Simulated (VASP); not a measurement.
Input of a VASP 6.6.1 run:

Contents of INCAR:

```
SYSTEM = Rb
PREC = Accurate ; ENCUT = 520
EDIFF = 1E-7 ; ISMEAR = 0
SIGMA = 0.15 ; LREAL = .False.
LASPH = .True. ; NELM = 80
ALGO = Fast ; ISIF = 2
LWAVE = .False. ; LCHARG = .False.
GGA = PE ; IVDW = 12
NBANDS = 16
```

Contents of KPOINTS:

```
regular mesh
0
Gamma
  12 12 6
  0 0 0
```

The input POSCAR:

```
Rb
1.0
    2.5566937273     -4.4744565926      0.0000000000
    2.5566937273      4.4744565926      0.0000000000
    0.0000000000      0.0000000000      6.9286084857
Rb
2
Direct
    0.8359965595      0.1640034405      0.7500000000
    0.1640034405      0.8359965595      0.2500000000
```

Potentials or basis: VASP PAW PBE potentials, release 64 (Rb_sv).

Launch:

```console
$ cat potpaw_PBE.64/Rb_sv/POTCAR > POTCAR
$ mpirun -np 1 vasp_std > vasp.out
```

Q: Estimate the pressure.

A: 0.3 GPa.

Q: Estimate the band gap on the k mesh.

A: Zero (bands 9 and 10 overlap by 2.15 eV).

Stress tensor (GPa, compression positive):
```
0.11 0.00 0.00
0.00 0.13 0.00
0.00 0.00 0.80
```
